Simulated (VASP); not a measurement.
## TiAl: single point with PBE

Crystal: TiAl.

```
Ti Al
1.0
     0.00000   -5.64328    4.07827
    -5.64328    0.00000   -4.07827
     5.64328    0.00000   -4.07827
Ti Al
8 8
Direct
  0.25000 0.00000 0.75000
  0.75000 0.25000 0.00000
  0.25000 0.25000 0.50000
  0.25000 0.75000 0.00000
  0.75000 0.00000 0.25000
  0.75000 0.50000 0.75000
  0.25000 0.50000 0.25000
  0.75000 0.75000 0.50000
  0.00000 0.00000 0.00000
  0.50000 0.25000 0.25000
  0.00000 0.25000 0.75000
  0.00000 0.75000 0.25000
  0.50000 0.00000 0.50000
  0.50000 0.50000 0.00000
  0.00000 0.50000 0.50000
  0.50000 0.75000 0.75000
```

- Program: VASP 6.6.1
- Task: single point
- Functional: PBE
- Potentials or basis: VASP PAW PBE potentials, release 64 (Ti_sv, Al)
- Cutoff: 520 eV
- k mesh: 5 × 5 × 5
- Occupations: gaussian, width 0.1 eV
- Spin: no spin polarisation
- Dipole correction: no
- Further INCAR settings: LREAL = Auto; ALGO = Fast; EDIFF = 1e-06; NBANDS = 74

The pressure is -0.1 GPa. The band gap on the k mesh is zero (bands 60 and 61 overlap by 0.37 eV).

Stress tensor (GPa, compression positive):
```
-0.05  0.00  0.00
 0.00 -0.05  0.00
 0.00  0.00 -0.15
```

Levels at points of the mesh, in eV from the Fermi level:
```csv
k point,band 57,band 58,band 59,band 60,band 61,band 62,band 63,band 64
"(0.00, 0.00, 0.00)",-0.40,-0.40,-0.26,-0.26,-0.22,-0.22,0.66,0.66
```

Run time: 46 min on 1 thread of Intel(R) Xeon(R) Platinum 8259CL CPU @ 2.50GHz (Skylake/Cascade Lake), on a shared host, peak memory 0.51 GiB.
